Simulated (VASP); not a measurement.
Ge, 2 atoms in the cell. It takes space group I4_1/amd (No. 141, tetragonal). The conventional cell has a = 5.047 Å, b = 5.047 Å, c = 2.755 Å, α = 90.00°, β = 90.00°, γ = 90.00°. Within 3.5 Å of Ge (site symmetry -4m2) lie 10 Ge at 2.62 to 3.26 Å. 

| Property | Result |
| --- | --- |
| Program | VASP 6.6.1 |
| Task | single point |
| Functional | r2SCAN |
| Potentials or basis | VASP PAW PBE potentials, release 64 (Ge_d) |
| Cutoff | 520 eV |
| k mesh | 16 × 16 × 16 |
| Occupations | gaussian, width 0.1 eV |
| Spin | no spin polarisation |
| Dipole correction | no |
| Further INCAR settings | ALGO = Normal; EDIFF = 1e-06; NBANDS = 21 |

Potentials or basis: VASP PAW PBE potentials, release 64 (Ge_d).

Command:

```bash
$ cat potpaw_PBE.64/Ge_d/POTCAR > POTCAR
$ cp INCAR.step1 INCAR
$ mpirun -np 1 vasp_std > vasp.out
$ cp INCAR.step2 INCAR
$ mpirun -np 1 vasp_std > vasp.out
```

Hardware: 1 thread of Intel Xeon 8259CL (shared host).

Question: How long does it take, and how much memory?

Answer: It took 27 min on 1 thread of Intel Xeon 8259CL (shared host), peak memory 0.32 GiB. Counts: k points 349.
